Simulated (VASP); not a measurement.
**CaO: electric field gradients with PBE**

CaO:

```
Ca O
1.0
     0.00000    2.47325    2.47325
     2.47325    0.00000    2.47325
     2.47325    2.47325    0.00000
Ca O
1 1
Direct
  0.00000 0.00000 0.00000
  0.50000 0.50000 0.50000
```

This cell differs from its parent crystal: volume scaled by 1.03.

* Program: VASP 6.6.1
* Task: electric field gradients
* Functional: PBE
* Potentials or basis: VASP PAW PBE potentials, release 64 (Ca_sv, O)
* Cutoff: 520 eV
* k mesh: 11 × 11 × 11
* Occupations: fermi-dirac, width 0.02 eV
* Spin: no spin polarisation
* Dipole correction: no
* Further INCAR settings: ALGO = Normal; EDIFF = 1e-08; NBANDS = 15

```yaml
Pressure: -6.0 GPa
Band_gap_on_the_k_mesh: 3.68 eV, indirect (least direct gap 4.05 eV)
```

Levels at points of the mesh, in eV from the valence-band top:
| k point | band 6 | band 7 | band 8 | band 9 | band 10 | band 11 |
| --- | --- | --- | --- | --- | --- | --- |
| (0.00, 0.00, 0.00) | 0.00 | 0.00 | 0.00 | 4.05 | 6.00 | 6.00 |

Run time: 48 s on 1 thread of Intel Xeon 8259CL (shared host), peak memory 0.17 GiB.

Caveat: without QUAD_EFG the Cq values of the log hold for a quadrupole moment of 1 mb, not for the nuclei. A k mesh can miss the band edges.
